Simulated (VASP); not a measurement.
MoS2, 6 atoms in the cell. The cell holds a slab with vacuum, 6 atoms: a = 3.136 Å, b = 3.136 Å, c = 45.467 Å, α = 90.00°, β = 90.00°, γ = 120.00°. 

| Item | Value |
| --- | --- |
| Program | VASP 6.6.1 |
| Task | single point |
| Functional | PBE |
| Dispersion | D3(BJ) |
| Potentials or basis | VASP PAW PBE potentials, release 64 (S, Mo_sv) |
| Cutoff | 520 eV |
| k mesh | 18 × 18 × 1 |
| Occupations | gaussian, width 0.1 eV |
| Spin | no spin polarisation |
| Dipole correction | yes |
| Further INCAR settings | ALGO = Normal; EDIFF = 1e-06; NBANDS = 35 |

Potentials or basis: VASP PAW PBE potentials, release 64 (S, Mo_sv).

Launch:

```console
$ cat potpaw_PBE.64/S/POTCAR potpaw_PBE.64/Mo_sv/POTCAR > POTCAR
$ mpirun -np 1 vasp_std > vasp.out
```

Hardware: 1 thread of Intel Xeon 8259CL, with other jobs on the host.

Problem. Estimate the wall time of this run.

Solution. It took 21 min on 1 thread of Intel Xeon 8259CL, with other jobs on the host, peak memory 0.72 GiB. Counts: scf iterations 26, k points 37.
